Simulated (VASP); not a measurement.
# La in VASP: further runs, part 2 of 2

VASP 6.6.1. The steps go on from the part before.

### Step 3. Single point, PBE (volume scaled by 0.94)

INCAR

```
SYSTEM = La
ALGO = Fast
EDIFF = 1E-6
ENCUT = 520
GGA = PE
ISIF = 2
ISMEAR = -1
LASPH = .True.
LCHARG = .False.
LREAL = .False.
LWAVE = .False.
NBANDS = 12
NELM = 60
PREC = Accurate
SIGMA = 0.05
```

KPOINTS

```
k-points
0
Gamma
  9 9 9
  0 0 0
```

POSCAR

```
La
1.0
   -2.0804754144      2.0804754144      2.0804754144
    2.0804754144     -2.0804754144      2.0804754144
    2.0804754144      2.0804754144     -2.0804754144
La
1
Direct
    0.0000000000      0.0000000000      0.0000000000
```

Potentials or basis: VASP PAW PBE potentials, release 64 (La).

On the command line:

```
cat potpaw_PBE.64/La/POTCAR > POTCAR
mpirun -np 1 vasp_std > vasp.out
```

OUTCAR:

```text
SYSTEM = La
   EDIFF = 1E-6
   ENCUT = 520
   GGA = PE
   ISIF = 2
   ISMEAR = -1
   LASPH = .True.
   LREAL = .False.
   NELM = 60
   PREC = Accurate

 ion  position               nearest neighbor table
   1  0.000  0.000  0.000-

  LATTYP: Found a body centered cubic cell.
 ALAT       =     4.1609508288

  Lattice vectors:

 A1 = (  -2.0804754144,   2.0804754144,   2.0804754144)
 A2 = (   2.0804754144,  -2.0804754144,   2.0804754144)
 A3 = (   2.0804754144,   2.0804754144,  -2.0804754144)

Analysis of symmetry for initial positions (statically):
[... 529 lines left out ...]
      5       7.0367      2.00000
      6       8.3749      0.01905
      7       8.7648      0.00001
      8       9.5473      0.00000
      9      10.0538      0.00000
     10      10.2581      0.00000
     11      10.4301      0.00000
     12      10.4736      0.00000

 [... further k-points ...]
[... 5 lines left out ...]
  --------------------------------------------------------------------------------------
  -------------------------------------------------------------------------------------
  Total        0.2561606      0.2561606      0.2561606      0.0000000      0.0000000     -0.0000000
  in kB       11.3939741     11.3939741     11.3939741      0.0000000      0.0000000     -0.0000000
  external PRESSURE =      11.3939741 kB  Pullay stress =       0.0000000 kB

 VOLUME and BASIS-vectors are now :
 -----------------------------------------------------------------------------
  energy-cutoff  :      520.00
  volume of cell :       36.02
      direct lattice vectors                 reciprocal lattice vectors
    -2.080475414  2.080475414  2.080475414     0.000000000  0.240329685  0.240329685
     2.080475414 -2.080475414  2.080475414     0.240329685  0.000000000  0.240329685
     2.080475414  2.080475414 -2.080475414     0.240329685  0.240329685  0.000000000

 POSITION                                       TOTAL-FORCE (eV/Angst)
 -----------------------------------------------------------------------------------
      0.00000      0.00000      0.00000         0.000000      0.000000      0.000000
 -----------------------------------------------------------------------------------
    total drift:                               -0.000000     -0.000000      0.000000

  FREE ENERGIE OF THE ION-ELECTRON SYSTEM (eV)
  ---------------------------------------------------
  free  energy   TOTEN  =        -4.7662211303 eV

  energy  without entropy=       -4.7413888498  energy(sigma->0) =       -4.75380499
```

stdout:

```text
POSCAR found type information on POSCAR La
 POSCAR found :  1 types and       1 ions
 scaLAPACK will be used
 LDA part: xc-table for (Slater+PW92), standard interpolation
 POSCAR, INCAR and KPOINTS ok, starting setup
 FFT: planning ... GRIDC
 FFT: planning ... GRID_SOFT
 FFT: planning ... GRID
 WAVECAR not read
 entering main loop
WARNING in EDDRMM: call to ZHEGV failed, returncode =   8  4      6
```

It took 38 s on 1 thread of Intel Xeon Platinum 8488C (Sapphire Rapids), shared host; peak memory 0.17 GiB.

What came out:

```
Free energy : -4.7662 eV
Pressure    : 1.1 GPa
```

Caveat: the cell differs from its parent crystal (volume scaled by 0.94); spin-orbit coupling is left out, which moves the levels of the heavy elements.

### Step 4. Single point, PBE

This run uses another cell than the first one, of 38.32 Å³/atom, 1.020 times its volume.

INCAR

```
PREC = Accurate
ENCUT = 520
EDIFF = 1E-7
ISMEAR = -1
SIGMA = 0.05
LREAL = F
LASPH = T
NELM = 80
ALGO = Normal
ISIF = 2
LWAVE = F
LCHARG = T
GGA = PE
LELF = T
LVHAR = T
NBANDS = 12
```

KPOINTS

```
Automatic mesh
0
Gamma
  9 9 9
```

POSCAR

```
La
1.0
   -2.1238310710      2.1238310710      2.1238310710
    2.1238310710     -2.1238310710      2.1238310710
    2.1238310710      2.1238310710     -2.1238310710
La
1
Direct
    0.0000000000      0.0000000000      0.0000000000
```

On the command line:

```
cat potpaw_PBE.64/La/POTCAR > POTCAR
mpirun -np 1 vasp_std > vasp.out
```

Wall time 26 s (1 thread of Intel Xeon Platinum 8488C (Sapphire Rapids), shared host); peak memory 0.17 GiB.

It converged, with:

| Property | Result |
| --- | --- |
| Free energy | -4.7708 eV |
| Pressure | -0.5 GPa |

Levels at points of the mesh, in eV from the Fermi level:
| k point | band 3 | band 4 | band 5 | band 6 | band 7 | band 8 | band 9 | band 10 |
| --- | --- | --- | --- | --- | --- | --- | --- | --- |
| (0.00, 0.00, 0.00) | -15.98 | -15.98 | -3.20 | 1.45 | 1.45 | 1.45 | 1.47 | 1.47 |

Caveat: spin-orbit coupling is left out, which moves the levels of the heavy elements.

### Step 5. Single point, PBE (volume scaled by 0.96)

INCAR

```
SYSTEM = La
  ALGO = Fast
  EDIFF = 1E-7
  ENCUT = 520
  GGA = PE
  ISIF = 2
  ISMEAR = -1
  LASPH = .TRUE.
  LCHARG = .FALSE.
  LREAL = .FALSE.
  LWAVE = .FALSE.
  NBANDS = 12
  NELM = 80
  PREC = Accurate
  SIGMA = 0.05
```

KPOINTS

```
k-points
0
G
  9 9 9
  0 0 0
```

POSCAR

```
La
1.0
   -2.0951271325      2.0951271325      2.0951271325
    2.0951271325     -2.0951271325      2.0951271325
    2.0951271325      2.0951271325     -2.0951271325
La
1
Direct
    0.0000000000      0.0000000000      0.0000000000
```

On the command line:

```
cat potpaw_PBE.64/La/POTCAR > POTCAR
mpirun -np 1 vasp_std > vasp.out
```

Wall time 47 s (1 thread of Intel Xeon Platinum 8488C (Sapphire Rapids), shared host); peak memory 0.18 GiB.

The run converged. Its results:

- Free energy: -4.7704 eV
- Pressure: 0.6 GPa

Levels at points of the mesh, in eV from the Fermi level:
| k point | band 2 | band 3 | band 4 | band 5 | band 6 | band 7 | band 8 | band 9 | band 10 | band 11 |
| --- | --- | --- | --- | --- | --- | --- | --- | --- | --- | --- |
| (0.00, 0.00, 0.00) | -15.83 | -15.83 | -15.83 | -3.16 | 1.50 | 1.50 | 1.50 | 1.54 | 1.54 | 1.54 |

Caveat: the cell differs from its parent crystal (volume scaled by 0.96); spin-orbit coupling is left out, which moves the levels of the heavy elements.

### Step 6. Single point, PBE (volume scaled by 0.98)

INCAR

```
SYSTEM = La
PREC     = Accurate       ! precision mode
ENCUT    = 520            ! plane-wave cutoff, eV
EDIFF    = 1E-7           ! SCF threshold, eV
ISMEAR   = -1             ! smearing method
SIGMA    = 0.05           ! smearing width, eV
LREAL    = .False.        ! projectors in reciprocal space
LASPH    = .True.         ! aspherical terms in the spheres
NELM     = 60             ! most SCF steps
ALGO     = Fast           ! electronic algorithm
ISIF     = 2              ! what is computed and relaxed
LWAVE    = .False.        ! write WAVECAR
LCHARG   = .False.        ! write CHGCAR
GGA      = PE             ! functional
NBANDS   = 12             ! bands
```

KPOINTS

```
regular mesh
0
Gamma
  9 9 9
  0 0 0
```

POSCAR

```
La
1.0
   -2.1095767417      2.1095767417      2.1095767417
    2.1095767417     -2.1095767417      2.1095767417
    2.1095767417      2.1095767417     -2.1095767417
La
1
Direct
    0.0000000000      0.0000000000      0.0000000000
```

Potentials or basis: VASP PAW PBE potentials, release 64 (La).

On the command line:

```
cat potpaw_PBE.64/La/POTCAR > POTCAR
mpirun -np 1 vasp_std > vasp.out
```

Run time: 42 s. Hardware: 1 thread of Intel Xeon Platinum 8488C (Sapphire Rapids), shared host; peak memory 0.17 GiB.

It converged, with:

```yaml
Free_energy: -4.7719 eV
Pressure: 0.0 GPa
```

Levels at points of the mesh, in eV from the Fermi level:
| k point | band 1 | band 2 | band 3 | band 4 | band 5 | band 6 | band 7 | band 8 | band 9 | band 10 |
| --- | --- | --- | --- | --- | --- | --- | --- | --- | --- | --- |
| (0.00, 0.00, 0.00) | -32.90 | -15.91 | -15.91 | -15.91 | -3.18 | 1.48 | 1.48 | 1.50 | 1.51 | 1.51 |

Caveat: the cell differs from its parent crystal (volume scaled by 0.98); spin-orbit coupling is left out, which moves the levels of the heavy elements.

### Step 7. Overview

| level | cell | k mesh | gap on the mesh (eV) | pressure (GPa) |
| --- | --- | --- | --- | --- |
| PBEsol | a = 3.654 Å, angles 109.7, 109.7, 108.9°, 1 atom | 8 × 8 × 8 | none | -2.1 |
| PBE | a = 3.603 Å, angles 109.5°, 1 atom | 9 × 9 × 9 | none | 1.1 |
| PBE | a = 3.679 Å, angles 109.5°, 1 atom | 9 × 9 × 9 | none | -0.5 |
| PBE | a = 3.629 Å, angles 109.5°, 1 atom | 9 × 9 × 9 | none | 0.6 |
| PBE | a = 3.654 Å, angles 109.5°, 1 atom | 9 × 9 × 9 | none | 0.0 |

Alike in all rows: task single point; potentials or basis VASP PAW PBE potentials, release 64 (La); no spin polarisation; cutoff (eV) 520; smearing fermi-dirac 0.05 eV.

Caveats: spin-orbit coupling is left out, which moves the levels of the heavy elements; the PAW data sets were made with another functional, which shifts forces and pressure a little (some runs).

Absolute energies hang on the potentials; compare differences alone.
